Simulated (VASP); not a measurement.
Al: single point with LDA

The system is Al.

```
CELL_PARAMETERS angstrom
2.38452 0.00000 0.00000
-1.19226 2.06506 0.00000
0.00000 0.00000 3.88691
ATOMIC_POSITIONS crystal
Al 0.33333 0.66667 0.25000
Al 0.66667 0.33333 0.75000
```

This cell differs from its parent crystal: volume scaled by 0.6.

```
Program             : VASP 6.6.1
Task                : single point
Functional          : LDA
Potentials or basis : VASP PAW LDA potentials, release 64 (Al)
Cutoff              : 520 eV
k mesh              : 15 × 15 × 8
Occupations         : fermi-dirac, width 0.08 eV
Spin                : no spin polarisation
```

```
Pressure               : 122.3 GPa
Band gap on the k mesh : zero (band 3 reaches 20.17 eV, above the bottom of band 4 at 10.89 eV)
```

Stress tensor (GPa, compression positive):
```
122.34   0.00   0.00
  0.00 122.34   0.00
  0.00   0.00 122.12
```

Levels at points of the mesh, in eV from the Fermi level:
```csv
k point,band 1,band 2,band 3,band 4,band 5,band 6,band 7,band 8
"(0.00, 0.00, 0.00)",-15.30,-6.80,-5.20,14.17,14.17,15.26,15.48,15.48
"(0.00, 0.00, 0.50)",-12.90,-12.90,4.71,4.71,15.09,15.09,15.09,15.09
```

Run time: 7.3 s on 1 thread of Intel(R) Xeon(R) 6975P-C (Granite Rapids), with other jobs on the host, peak memory 0.12 GiB.
